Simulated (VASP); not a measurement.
# Hf (P6/mmm) in VASP: notebook

Runs on Hf. Level: LDA. Tasks: single point, relaxation of cell and atoms.

All numbers are computed with VASP 6.6.1; they aren't measurements. Logs are shortened: lines on timing, memory, paths and dates and some standing lists are left out, and cuts for length are marked.

### Step 1. The cell of the first run

It takes space group P6/mmm (No. 191, hexagonal). The conventional cell has a = 4.741 Å, b = 4.741 Å, c = 2.955 Å, α = 90.00°, β = 90.00°, γ = 120.00°. Within 3.6 Å of Hf (site symmetry -6m2) lie 11 Hf at 2.74 to 3.11 Å. Within 3.9 Å of Hf (site symmetry 6/mmm) lie 14 Hf at 2.96 to 3.11 Å.

### Step 2. Single point, LDA

INCAR

```
SYSTEM = Hf
  PREC = Accurate
  ENCUT = 500
  EDIFF = 1E-6
  ISMEAR = -1
  SIGMA = 0.01
  LREAL = .False.
  LASPH = .True.
  NELM = 120
  ALGO = Normal
  ISIF = 2
  LWAVE = .False.
  LCHARG = .False.
  NBANDS = 22
  GGA_COMPAT = .False.
```

KPOINTS

```
regular mesh
0
Gamma
  7 7 9
  0 0 0
```

POSCAR

```
Hf
1.0
    4.7410217458      0.0000000000      0.0000000000
   -2.3705108729      4.1058452718      0.0000000000
    0.0000000000      0.0000000000      2.9552397726
Hf
3
Direct
    0.6666666667      0.3333333333      0.5000000000
    0.3333333333      0.6666666667      0.5000000000
    0.0000000000      0.0000000000      0.0000000000
```

Potentials or basis: VASP PAW LDA potentials, release 64 (Hf_pv).

Launch:

```bash
$ cat potpaw_LDA.64/Hf_pv/POTCAR > POTCAR
$ mpirun -np 1 vasp_std > vasp.out
```

OUTCAR:

```text
SYSTEM = Hf
   PREC = Accurate
   ENCUT = 500
   EDIFF = 1E-6
   ISMEAR = -1
   LREAL = .False.
   LASPH = .True.
   NELM = 120
   ISIF = 2

 ion  position               nearest neighbor table
   1  0.667  0.333  0.500-   2 2.74   2 2.74   2 2.74   3 3.11   3 3.11   3 3.11   3 3.11   3 3.11
                             3 3.11
   2  0.333  0.667  0.500-   1 2.74   1 2.74   1 2.74   3 3.11   3 3.11   3 3.11   3 3.11   3 3.11
                             3 3.11
   3  0.000  0.000  0.000-   1 3.11   2 3.11   1 3.11   2 3.11   1 3.11   1 3.11   2 3.11   2 3.11
                             1 3.11   1 3.11   2 3.11   2 3.11

  LATTYP: Found a hexagonal cell.
 ALAT       =     4.7410217458
 C/A-ratio  =     0.6233339417

  Lattice vectors:

 A1 = (   4.7410217458,   0.0000000000,   0.0000000000)
 A2 = (  -2.3705108729,   4.1058452718,   0.0000000000)
 A3 = (   0.0000000000,   0.0000000000,   2.9552397726)

Analysis of symmetry for initial positions (statically):
=====================================================================
 Subroutine PRICEL returns:
 Original cell was already a primitive cell.

 Routine SETGRP: Setting up the symmetry group for a
 hexagonal supercell.

 Subroutine GETGRP returns: Found 24 space group operations
 (whereof 24 operations were pure point group operations)
 out of a pool of 24 trial point group operations.

The static configuration has the point symmetry D_6h.

Analysis of symmetry for dynamics (positions and initial velocities):
=====================================================================
 Subroutine PRICEL returns:
 Original cell was already a primitive cell.

 Routine SETGRP: Setting up the symmetry group for a
 hexagonal supercell.

 Subroutine GETGRP returns: Found 24 space group operations
 (whereof 24 operations were pure point group operations)
 out of a pool of 24 trial point group operations.

The dynamic configuration has the point symmetry D_6h.

 Subroutine INISYM returns: Found 24 space group operations
 (whereof 24 operations are pure point group operations),
 and found     1 'primitive' translations

----------------------------------------------------------------------------------------

                                     Primitive cell

  volume of cell :      57.5264

  direct lattice vectors                    reciprocal lattice vectors
     4.741021746  0.000000000  0.000000000     0.210924998  0.121777604  0.000000000
    -2.370510873  4.105845272  0.000000000     0.000000000  0.243555208  0.000000000
     0.000000000  0.000000000  2.955239773     0.000000000  0.000000000  0.338382019

  length of vectors
     4.741021746  4.741021746  2.955239773     0.243555208  0.243555208  0.338382019

  position of ions in fractional coordinates (direct lattice)
     0.666666667  0.333333333  0.500000000
     0.333333333  0.666666667  0.500000000
     0.000000000  0.000000000  0.000000000

  ion indices of the primitive-cell ions
   primitive index   ion index
                 1           1
                 2           2
                 3           3

----------------------------------------------------------------------------------------

 KPOINTS: regular mesh

Automatic generation of k-mesh.
 Grid dimensions read from file:
 generate k-points for:    7    7    9

 Generating k-lattice:

  Cartesian coordinates                     Fractional coordinates (reciprocal lattice)
     0.030132143  0.017396801  0.000000000     0.142857143 -0.000000000  0.000000000
     0.000000000  0.034793601  0.000000000     0.000000000  0.142857143  0.000000000
     0.000000000  0.000000000  0.037598002     0.000000000  0.000000000  0.111111111

  Length of vectors
     0.034793601  0.034793601  0.037598002

  Shift w.r.t. Gamma in fractional coordinates (k-lattice)
     0.000000000  0.000000000  0.000000000

 Subroutine IBZKPT returns following result:
 ===========================================

 Found     40 irreducible k-points:

 Following reciprocal coordinates:
            Coordinates               Weight
  0.000000  0.000000  0.000000      1.000000
  0.142857 -0.000000  0.000000      6.000000
  0.285714  0.000000  0.000000      6.000000
  0.428571 -0.000000  0.000000      6.000000
  0.142857  0.142857  0.000000      6.000000
  0.285714  0.142857  0.000000     12.000000
[... 16 lines left out ...]
  0.428571  0.142857  0.222222     12.000000
  0.285714  0.285714  0.222222     12.000000
 [... further k-points ...]
   k-points           NKPTS =     40   k-points in BZ     NKDIM =     40   number of bands    NBANDS=     22
   number of dos      NEDOS =    301   number of ions     NIONS =      3
   total plane-waves  NPLWV =  31104
   dimension x,y,z NGX =    36 NGY =   36 NGZ =   24
   dimension x,y,z NGXF=    72 NGYF=   72 NGZF=   48
   ions per type =               3
   NGX,Y,Z   is equivalent  to a cutoff of  12.62, 12.62, 13.50 a.u.
   NGXF,Y,Z  is equivalent  to a cutoff of  25.25, 25.25, 27.00 a.u.
 SYSTEM =  Hf
   PREC   = accura    normal or accurate (medium, high low for compatibility)
   ISTART =      0    job   : 0-new  1-cont  2-samecut
   ICHARG =      2    charge: 1-file 2-atom 10-const
   ISPIN  =      1    spin polarized calculation?
   LNONCOLLINEAR =      F non collinear calculations
   LSORBIT =      F    spin-orbit coupling
   LASPH  =      T    aspherical Exc in radial PAW
   ENCUT  =  500.0 eV  36.75 Ry    6.06 a.u.   8.64  8.64  5.39*2*pi/ulx,y,z
   NELM   =    120;   NELMIN=  2; NELMDL= -5     # of ELM steps
   EDIFF  = 0.1E-05   stopping-criterion for ELM
   LREAL  =      F    real-space projection
   EDIFFG = 0.1E-04   stopping-criterion for IOM
   NSW    =      0    number of steps for IOM
   IBRION =     -1    ionic relax: 0-MD 1-quasi-New 2-CG
   NFREE  =      0    steps in history (QN), initial steepest desc. (CG)
   ISIF   =      2    stress and relaxation
   ISYM   =      2    0-nonsym 1-usesym 2-fastsym
   POTIM  = 0.5000    time-step for ionic-motion
   TEBEG  =    0.0;   TEEND  =   0.0 temperature during run
   PSTRESS=    0.0 pullay stress
   NELECT =      30.0000    total number of electrons
   NUPDOWN=      -1.0000    fix difference up-down
   EMIN   =  10.00;   EMAX   =-10.00  energy-range for DOS
   EFERMI =   0.00;   METHOD = LEGACY
   ISMEAR =    -1;   SIGMA  =   0.01  broadening in eV -4-tet -1-fermi 0-gaus
   EFERMI_NEDOS =   21; number of points for ismear=-14 and -15
   IALGO  =     38    algorithm
   IMIX   =      4    mixing-type and parameters
     AMIX     =   0.40;   BMIX     =  1.00
     AMIX_MAG =   1.60;   BMIX_MAG =  1.00
  volume/ion in A,a.u.               =      19.18       129.40
  Fermi-wavevector in a.u.,A,eV,Ry     =   1.317729  2.490147 23.625295  1.736410
  Thomas-Fermi vector in A             =   2.447750
   LORBIT       =      0    0 simple, 1 ext, 2 COOP (PROOUT), +10 PAW based schemes
   GGA     = CA    functional components
   LHFCALC =     F    Hartree Fock is set to
   AEXX    =    0.0000 exact exchange contribution
   IVDW    =     0    specifies the selected vdW correction
   LEPSILON=     F    determine dielectric tensor
   LRPA    =     F    only Hartree local field effects (RPA)
 non-spin polarized calculation
  energy-cutoff  :      500.00
  volume of cell :       57.53
 maximum number of plane-waves:      1477
 NGX is ok and might be reduce to    36
   NGX = 17   NGY = 17   NGZ = 11

 number of electron      30.0000000 magnetization

 Free energy of the ion-electron system (eV)
  ---------------------------------------------------
  ext. energy  EPLUGINS =         0.00000000
  ---------------------------------------------------
  free energy    TOTEN  =       -31.87816419 eV

  energy without entropy =      -31.87715632  energy(sigma->0) =      -31.87766025

 E-fermi :   5.7644     XC(G=0): -12.1879

 val. band max:        5.7563674100   @ k =   0.2857   0.2857   0.0000
 cond. band min:       5.8012316836   @ k =   0.1429   0.1429   0.0000
 fundamental gap:      0.0448642736
 Fermi energy:         5.7643814204

 k-point     1 :       0.0000    0.0000    0.0000
  band No.  band energies     occupation
      1     -24.6982      2.00000
      2     -24.6982      2.00000
      3     -24.6074      2.00000
      4     -24.6074      2.00000
      5     -24.0001      2.00000
      6     -23.6611      2.00000
[... 14 lines left out ...]
     21       8.8259      0.00000
     22       8.8383      0.00000

 k-point     2 :       0.1429   -0.0000    0.0000
  band No.  band energies     occupation
      1     -24.8457      2.00000
      2     -24.7964      2.00000
      3     -24.4494      2.00000
      4     -24.4257      2.00000
      5     -23.9833      2.00000
      6     -23.6680      2.00000
[... 14 lines left out ...]
     21       8.2719      0.00000
     22       9.7156      0.00000

 k-point     3 :       0.2857    0.0000    0.0000
  band No.  band energies     occupation
      1     -24.9880      2.00000
      2     -24.7877      2.00000
      3     -24.2811      2.00000
      4     -24.2570      2.00000
      5     -23.9404      2.00000
      6     -23.7842      2.00000
[... 14 lines left out ...]
     21       9.0683      0.00000
     22      10.6997      0.00000

 k-point     4 :       0.4286   -0.0000    0.0000
  band No.  band energies     occupation
      1     -25.0660      2.00000
      2     -24.6321      2.00000
      3     -24.3696      2.00000
      4     -24.1796      2.00000
      5     -23.8976      2.00000
      6     -23.8385      2.00000
[... 14 lines left out ...]
     21       9.5576      0.00000
     22      10.2459      0.00000

 k-point     5 :       0.1429    0.1429    0.0000
  band No.  band energies     occupation
      1     -24.9120      2.00000
      2     -24.8566      2.00000
      3     -24.3311      2.00000
      4     -24.2647      2.00000
      5     -23.9534      2.00000
      6     -23.7429      2.00000
[... 417 lines left out ...]
 k-point    22 :       0.2857    0.1429    0.2222
  band No.  band energies     occupation
      1     -24.8965      2.00000
      2     -24.7077      2.00000
      3     -24.4506      2.00000
      4     -24.2405      2.00000
      5     -24.1529      2.00000
      6     -23.9678      2.00000
[... 14 lines left out ...]
     21       9.2154      0.00000
     22      10.0475      0.00000

 k-point    23 :       0.4286    0.1429    0.2222
  band No.  band energies     occupation
      1     -24.9201      2.00000
      2     -24.6020      2.00000
      3     -24.5811      2.00000
      4     -24.2035      2.00000
      5     -24.0642      2.00000
      6     -23.9922      2.00000
[... 14 lines left out ...]
     21       9.9048      0.00000
     22      10.0952      0.00000

 k-point    24 :       0.2857    0.2857    0.2222
  band No.  band energies     occupation
      1     -24.8822      2.00000
      2     -24.6671      2.00000
      3     -24.5692      2.00000
      4     -24.1708      2.00000
      5     -24.0809      2.00000
      6     -23.9974      2.00000
[... 14 lines left out ...]
     21      10.0496      0.00000
     22      10.1203      0.00000

 [... further k-points ...]

------------------------ aborting loop because EDIFF is reached ----------------------------------------

  FORCE on cell =-STRESS in cart. coord.  units (eV):
  Direction    XX          YY          ZZ          XY          YZ          ZX
  --------------------------------------------------------------------------------------
  -------------------------------------------------------------------------------------
  Total        3.5873088      3.5873088      3.7419443      0.0000000     -0.0000000      0.0000000
  in kB       99.9107213     99.9107213    104.2175014      0.0000000     -0.0000000      0.0000000
  external PRESSURE =     101.3463146 kB  Pullay stress =       0.0000000 kB

 VOLUME and BASIS-vectors are now :
 -----------------------------------------------------------------------------
  energy-cutoff  :      500.00
  volume of cell :       57.53
      direct lattice vectors                 reciprocal lattice vectors
     4.741021746  0.000000000  0.000000000     0.210924998  0.121777604  0.000000000
    -2.370510873  4.105845272  0.000000000     0.000000000  0.243555208  0.000000000
     0.000000000  0.000000000  2.955239773     0.000000000  0.000000000  0.338382019

 POSITION                                       TOTAL-FORCE (eV/Angst)
 -----------------------------------------------------------------------------------
      2.37051      1.36862      1.47762         0.000000     -0.000000      0.000000
     -0.00000      2.73723      1.47762        -0.000000      0.000000     -0.000000
      0.00000      0.00000      0.00000        -0.000000      0.000000      0.000000
 -----------------------------------------------------------------------------------
    total drift:                                0.000000      0.000000     -0.000000

  FREE ENERGIE OF THE ION-ELECTRON SYSTEM (eV)
  ---------------------------------------------------
  free  energy   TOTEN  =       -31.8781641864 eV

  energy  without entropy=      -31.8771563164  energy(sigma->0) =      -31.87766025
```

It took 29 s on 1 thread of Intel Xeon 6975P-C, shared host; peak memory 0.17 GiB.

Results:

| Item | Value |
| --- | --- |
| Free energy | -31.8782 eV |
| Pressure | 10.1 GPa |
| Band gap on the k mesh | zero (band 15 reaches 6.15 eV, above the bottom of band 16 at 5.24 eV) |

Stress tensor (GPa, compression positive):
```
 9.99  0.00  0.00
 0.00  9.99  0.00
 0.00  0.00 10.42
```

Caveat: spin-orbit coupling is left out, which moves the levels of the heavy elements.

### Step 3. Single point, LDA

Changes to INCAR since step 2:

```diff
@@ -13,2 +13,3 @@
   LCHARG = .False.
+  GGA = CA
   NBANDS = 22
```

KPOINTS

```
Automatic mesh
0
Gamma
  7 7 9
  0 0 0
```

POSCAR

```
Hf
1.0
    4.7410217464      0.0000000000      0.0000000000
   -2.3705108732      4.1058452723      0.0000000000
    0.0000000000      0.0000000000      2.9552397705
Hf
3
Direct
    0.6666666667      0.3333333333      0.5000000000
    0.3333333333      0.6666666667      0.5000000000
    0.0000000000      0.0000000000      0.0000000000
```

Potentials or basis: VASP PAW LDA potentials, release 64 (Hf_pv).

Launch:

```bash
$ cat potpaw_LDA.64/Hf_pv/POTCAR > POTCAR
$ mpirun -np 1 vasp_std > vasp.out
```

OUTCAR:

```text
SYSTEM = Hf
   PREC = Accurate
   ENCUT = 500
   EDIFF = 1E-6
   ISMEAR = -1
   LREAL = .False.
   LASPH = .True.
   NELM = 120
   ISIF = 2
   GGA = CA

 ion  position               nearest neighbor table
   1  0.667  0.333  0.500-   2 2.74   2 2.74   2 2.74   3 3.11   3 3.11   3 3.11   3 3.11   3 3.11
                             3 3.11
   2  0.333  0.667  0.500-   1 2.74   1 2.74   1 2.74   3 3.11   3 3.11   3 3.11   3 3.11   3 3.11
                             3 3.11
   3  0.000  0.000  0.000-   1 3.11   2 3.11   1 3.11   2 3.11   1 3.11   1 3.11   2 3.11   2 3.11
[... 801 lines left out ...]
  --------------------------------------------------------------------------------------
  -------------------------------------------------------------------------------------
  Total        3.5873088      3.5873088      3.7419444      0.0000000     -0.0000000      0.0000000
  in kB       99.9107225     99.9107225    104.2175036      0.0000000     -0.0000000      0.0000000
  external PRESSURE =     101.3463162 kB  Pullay stress =       0.0000000 kB

 VOLUME and BASIS-vectors are now :
 -----------------------------------------------------------------------------
  energy-cutoff  :      500.00
  volume of cell :       57.53
      direct lattice vectors                 reciprocal lattice vectors
     4.741021746  0.000000000  0.000000000     0.210924997  0.121777604  0.000000000
    -2.370510873  4.105845272  0.000000000     0.000000000  0.243555208  0.000000000
     0.000000000  0.000000000  2.955239770     0.000000000  0.000000000  0.338382019

 POSITION                                       TOTAL-FORCE (eV/Angst)
 -----------------------------------------------------------------------------------
      2.37051      1.36862      1.47762         0.000000      0.000000      0.000000
     -0.00000      2.73723      1.47762        -0.000000     -0.000000      0.000000
      0.00000      0.00000      0.00000         0.000000      0.000000      0.000000
 -----------------------------------------------------------------------------------
    total drift:                                0.000000     -0.000000     -0.000000

  FREE ENERGIE OF THE ION-ELECTRON SYSTEM (eV)
  ---------------------------------------------------
  free  energy   TOTEN  =       -31.8781641850 eV

  energy  without entropy=      -31.8771563150  energy(sigma->0) =      -31.87766025
```

OSZICAR:

```text
N       E                     dE             d eps       ncg     rms          rms(c)
DAV:   1     0.960268280988E+02    0.96027E+02   -0.16191E+04  1760   0.128E+03
DAV:   2    -0.279999078214E+02   -0.12403E+03   -0.11726E+03  2078   0.301E+02
DAV:   3    -0.327928040661E+02   -0.47929E+01   -0.45411E+01  2364   0.382E+01
DAV:   4    -0.328637846538E+02   -0.70981E-01   -0.70846E-01  2072   0.460E+00
DAV:   5    -0.328650213553E+02   -0.12367E-02   -0.12363E-02  2292   0.513E-01    0.875E+01
DAV:   6    -0.321432665894E+02    0.72175E+00   -0.60414E-01  2012   0.533E+00    0.513E+01
DAV:   7    -0.318973318138E+02    0.24593E+00   -0.99216E-01  1898   0.592E+00    0.275E+00
DAV:   8    -0.318833236249E+02    0.14008E-01   -0.93007E-02  2264   0.205E+00    0.223E+00
DAV:   9    -0.318781855708E+02    0.51381E-02   -0.29844E-02  2070   0.125E+00    0.113E+00
DAV:  10    -0.318781713848E+02    0.14186E-04   -0.22336E-03  2128   0.303E-01    0.913E-02
DAV:  11    -0.318781641239E+02    0.72609E-05   -0.58460E-05  2246   0.547E-02    0.465E-02
DAV:  12    -0.318781641850E+02   -0.61100E-07   -0.95746E-06  2234   0.230E-02
   1 F= -.31878164E+02 E0= -.31877660E+02  d E =-.100787E-02
```

Wall time 34 s (1 thread of Intel Xeon 6975P-C, shared host); peak memory 0.17 GiB.

Results:

| Quantity | Value |
| --- | --- |
| Free energy | -31.8782 eV |
| Pressure | 10.1 GPa |
| Band gap on the k mesh | zero (band 15 reaches 6.15 eV, above the bottom of band 16 at 5.24 eV) |

Stress tensor (GPa, compression positive):
```
 9.99  0.00  0.00
 0.00  9.99  0.00
 0.00  0.00 10.42
```

Caveat: spin-orbit coupling is left out, which moves the levels of the heavy elements.

(Continued in part 2 of 2.)
